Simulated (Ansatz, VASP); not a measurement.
# Co in VASP and in Ansatz

INCAR

```
  PREC = Accurate
  ENCUT = 600
  EDIFF = 1E-6
  ISMEAR = -1
  SIGMA = 0.3
  LREAL = False
  LASPH = True
  NELM = 120
  ALGO = Normal
  ISIF = 2
  LWAVE = False
  LCHARG = False
  GGA = PE
  NBANDS = 16
  GGA_COMPAT = False
```

Contents of KPOINTS:

```
regular mesh
0
Gamma
  15 15 8
```

Contents of POSCAR:

```
Co
1.0
    2.4583936733      0.0000000000      0.0000000000
   -1.2291968366      2.1290313736      0.0000000000
    0.0000000000      0.0000000000      3.9606917934
Co
2
Direct
    0.3333333333      0.6666666667      0.2500000000
    0.6666666667      0.3333333333      0.7500000000
```

Input for Ansatz:

```yaml
crystal:
  lattice:
    - [2.4583936733, 0.0, 0.0]
    - [-1.2291968366, 2.1290313736, 0.0]
    - [0.0, 0.0, 3.9606917934]
  atoms:
    - { symbol: Co, position: [0.3333333333, 0.6666666667, 0.25] }
    - { symbol: Co, position: [0.6666666667, 0.3333333333, 0.75] }
hamiltonian:
  xc: pbe
  pseudopotentials:
    kind: paw
    azcp:
      Co: "pseudopotentials/Co.paw.azcp"
basis:
  ecutwfc: 420
  fft_grid_basis: typed
kpoints:
  mp_grid: { grid: [15, 15, 8], shift: [0, 0, 0] }
magnetization:
  spin_polarized: false
scf:
  occupations: { method: fermi_dirac, width: 0.3 }
  lower_state_search: "off"
output:
  stress: true
```

Alike in both runs: task single point; functional PBE; k mesh 15 × 15 × 8; occupations fermi-dirac, width 0.3 eV; no spin polarisation.

|  | VASP | Ansatz |
| --- | --- | --- |
| version | VASP 6.6.1 | Ansatz 0.2.0 |
| potentials or method | VASP PAW PBE potentials, release 64 (Co), cutoff 600 eV | plane waves (420 eV) with PAW, scalar-relativistic |
| valence electrons in the cell | 18 | 34 |

Ansatz gave:

```
pressure (GPa)                                                : 4.6
traceless stress, the component that is largest in VASP (GPa) : 0.16
```

Q: What did VASP give for the same quantities?

A: Pressure (GPa): 4.1; traceless stress, the component that is largest in VASP (GPa): 0.11.

The functional is the same, so the differences come from potentials, cutoffs and numerics. VASP's potentials hold 18 valence electrons a cell and Ansatz's 34, so a difference there can come from the potentials and not from the codes.
